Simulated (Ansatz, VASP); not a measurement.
# Two plane-wave programs on MnO

```
Mn O
1.0
     3.32458    0.00000    0.00000
     0.00000    3.32458    0.00000
     0.00000    0.00000    4.86782
Mn O
2 2
Direct
  0.00000 0.00000 0.00000
  0.50000 0.50000 0.00000
  0.50000 0.00000 0.26700
  0.00000 0.50000 0.73300
```

Alike in both runs: task single point; functional LDA; k mesh 6 × 6 × 4; occupations gaussian, width 0.05 eV; collinear spin; Hubbard terms Mn d U = 4.0 eV.

```csv
,VASP,Ansatz
version,VASP 6.6.1,Ansatz 0.2.0
potentials or method,"VASP PAW LDA potentials, release 64 (Mn_pv, O), cutoff 520 eV","scalar-relativistic, plane waves, PAW"
valence electrons in the cell,38,42
```

VASP gave:

- pressure (GPa): 18.2
- traceless stress, the component that is largest in VASP (GPa): -41.48
- rms of the force components (eV/Å): 1.052
- net moment per atom (μB): 2.50
- size of the moment on the site where the two differ most (μB): 4.47

Q: Which values does Ansatz return?

A: Pressure (GPa): 19.7; traceless stress, the component that is largest in VASP (GPa): -42.83; rms of the force components (eV/Å): 1.051; net moment per atom (μB): 2.49; size of the moment on the site where the two differ most (μB): 4.00.

LDA's correlation is that of Perdew and Zunger in VASP and of Perdew and Wang (1992) in Ansatz. Site moments also hang on the region over which each program counts them. The programs project onto different local orbitals, so the same U acts differently, and such runs can settle in different states. Atom by atom the forces differ by 0.002 eV/Å (rms over components). VASP's potentials hold 38 valence electrons a cell and Ansatz's 42, so a difference there can come from the potentials and not from the codes. Ansatz's warnings: filled band counts differ across k points.
